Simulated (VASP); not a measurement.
The system is Mg2Si.

```xyz
3
Lattice="0.0000 3.1848 3.1624 3.1848 0.0000 3.1624 3.1848 3.1848 0.0000" Properties=species:S:1:pos:R:3 pbc="T T T"
Si    0.0000    0.0000    0.0000
Mg    1.5924    1.5924    1.5812
Mg    4.7772    4.7772    4.7436
```

This cell differs from its parent crystal: epitaxial xy strain +0.5%.

Base run:

```yaml
Program: VASP 6.6.1
Functional: PBE
Potentials_or_basis: VASP PAW PBE potentials, release 64 (Si, Mg)
Cutoff: 600 eV
k_mesh: 8 × 8 × 8
Occupations: fermi-dirac, width 0.02 eV
Spin: no spin polarisation
```

Its results: band gap on the k mesh 0.17 eV (least direct gap 1.85 eV); pressure 0.1 GPa.

Q: The run is repeated on the same cell with these changes: functional from PBE to r2SCAN; cutoff from 600 eV to 660 eV; occupations from fermi-dirac, width 0.02 eV to gaussian, width 0.01 eV. What comes out?

A: Band gap on the k mesh 0.41 eV (least direct gap 2.42 eV); pressure -0.7 GPa.

Caveats: the PAW data sets were made with another functional, which shifts forces and pressure a little (at least some runs).

A k mesh can miss the band edges.
